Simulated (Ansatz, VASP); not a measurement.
# CaSe: VASP beside Ansatz

File POSCAR:

```
CaSe
1.0
    0.0000000000      3.2795613675      3.2795613675
    3.2795613675      0.0000000000      3.2795613675
    3.2795613675      3.2795613675      0.0000000000
Ca Se
1 1
Direct
    0.0000000000      0.0000000000      0.0000000000
    0.2500000000      0.2500000000      0.2500000000
```

Contents of INCAR.step1:

```
SYSTEM = CaSe
ALGO = Normal ; EDIFF = 1E-4
ENCUT = 520 ; GGA = PE
ISMEAR = 1 ; LASPH = .True.
LCHARG = .False. ; LREAL = .False.
LWAVE = .True. ; NBANDS = 15
NELM = 80 ; PREC = Accurate
SIGMA = 0.2
```

INCAR.step2

```
SYSTEM = CaSe
ALGO = Normal ; EDIFF = 1E-6
ENCUT = 520 ; ISIF = 2
ISMEAR = 1 ; ISTART = 1
LASPH = .True. ; LCHARG = .False.
LMIXTAU = .True. ; LREAL = .False.
LWAVE = .False. ; METAGGA = R2SCAN
NBANDS = 15 ; NELM = 80
PREC = Accurate ; SIGMA = 0.2
```

KPOINTS

```
k-points
0
Gamma
  4 4 4
  0 0 0
```

Input for Ansatz:

```yaml
crystal:
  lattice:
    - [0.0, 3.2795613675, 3.2795613675]
    - [3.2795613675, 0.0, 3.2795613675]
    - [3.2795613675, 3.2795613675, 0.0]
  atoms:
    - { symbol: Ca, position: [0.0, 0.0, 0.0] }
    - { symbol: Se, position: [0.25, 0.25, 0.25] }
kpoints:
  mp_grid: { grid: [4, 4, 4] }
hamiltonian:
  xc: r2scan
scf:
  occupations: { method: cold, width: 0.2 }
  n_extra_bands: 4
output:
  forces: true
  stress: true
  eigenvalues: true
```

Alike in both runs: task single point; functional r2SCAN; k mesh 4 × 4 × 4; no spin polarisation.

|  | VASP | Ansatz |
| --- | --- | --- |
| version | VASP 6.6.1 | Ansatz 0.2.0 |
| potentials or method | VASP PAW PBE potentials, release 64 (Ca_sv, Se) | plane waves |
| plane-wave cutoff (eV) | 520 | 500 |
| occupations | methfessel-paxton of order 1, width 0.2 eV | cold, width 0.2 eV |
| valence electrons in the cell | 16 | 26 |

Ansatz gave:

* gap on the k mesh at the Fermi level (eV): 3.70
* pressure (GPa): 0.0

**Question.** Estimate VASP's values.

**Answer.** gap on the k mesh at the Fermi level (eV): 3.69; pressure (GPa): 0.2.

VASP's potentials were made for PBE, not for r2SCAN. VASP's potentials hold 16 valence electrons a cell and Ansatz's 26, so a difference there can come from the potentials and not from the codes.
